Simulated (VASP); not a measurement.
Wanted: the native input for a VASP 6.6.1 run.

| Quantity | Value |
| --- | --- |
| Task | single point |
| Functional | PBE |
| Potentials or basis | VASP PAW PBE potentials, release 64 (C) |
| Cutoff | 520 eV |
| k mesh | 12 × 12 × 12 |
| Occupations | gaussian, width 0.05 eV |
| Spin | no spin polarisation |
| Dipole correction | no |
| Further INCAR settings | ALGO = Normal; EDIFF = 1e-06; NBANDS = 11 |

The structure of C lies in POSCAR:

```
C
1.0
    0.0000000000      1.6362004550      2.1270605916
    1.6362004550      0.0000000000      2.1270605916
    1.6362004550      1.6362004550      0.0000000000
C
2
Direct
    0.5000000000      0.5000000000      0.5000000000
    0.7500000000      0.7500000000      0.7500000000
```

This cell differs from its parent crystal: ratio of the length along z to the lengths across it x 1.3, volume and fractional coordinates fixed.

One way to write it, as run:

INCAR

```
PREC = Accurate ; ENCUT = 520
EDIFF = 1E-6 ; ISMEAR = 0
SIGMA = 0.05 ; LREAL = F
LASPH = T ; NELM = 80
ALGO = Normal ; ISIF = 2
LWAVE = F ; LCHARG = F
GGA = PE ; NBANDS = 11
```

KPOINTS

```
Automatic mesh
0
Gamma
  12 12 12
```

Potentials or basis: VASP PAW PBE potentials, release 64 (C).

The run is started by

```sh
$ cat potpaw_PBE.64/C/POTCAR > POTCAR
$ mpirun -np 1 vasp_std > vasp.out
```

Results of the run:

```json
{
  "Pressure": "4.0 GPa",
  "Band gap on the k mesh": "0.85 eV, indirect (least direct gap 2.79 eV)"
}
```

Run time: 12 s on 1 thread of Intel(R) Xeon(R) Platinum 8259CL CPU @ 2.50GHz (Skylake/Cascade Lake), with other jobs on the host, peak memory 0.12 GiB.
